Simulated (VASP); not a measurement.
A run of VASP 6.6.1 is set up as follows.

File INCAR:

```
SYSTEM = PbS
  PREC = Accurate
  ENCUT = 520
  EDIFF = 1E-7
  ISMEAR = 0
  SIGMA = 0.02
  LREAL = .False.
  LASPH = .True.
  NELM = 100
  ALGO = Normal
  ISIF = 2
  LWAVE = .False.
  LCHARG = .False.
  GGA = PE
  NBANDS = 28
```

File KPOINTS:

```
Automatic mesh
0
Gamma
  8 8 6
  0 0 0
```

Contents of POSCAR:

```
PbS
1.0
    2.0438193259     -5.7544914151      0.0000000000
    2.0438193259      5.7544914151      0.0000000000
    0.0000000000      0.0000000000      4.2631023179
Pb S
2 2
Direct
    0.8738842021      0.1261157979      0.7500000000
    0.1261157979      0.8738842021      0.2500000000
    0.6391557284      0.3608442716      0.7500000000
    0.3608442716      0.6391557284      0.2500000000
```

Potentials or basis: VASP PAW PBE potentials, release 64 (Pb_d, S).

The run is started by

```bash
$ cat potpaw_PBE.64/Pb_d/POTCAR potpaw_PBE.64/S/POTCAR > POTCAR
$ mpirun -np 1 vasp_std > vasp.out
```

(1) Predict the largest force.

(2) Predict the band gap on the k mesh.

(3) Predict the pressure.

Answers

(1) 0.003 eV/Å.

(2) 1.23 eV (least direct gap 1.24 eV).

(3) 3.0 GPa.

Caveat: spin-orbit coupling is left out, which moves the levels of the heavy elements.
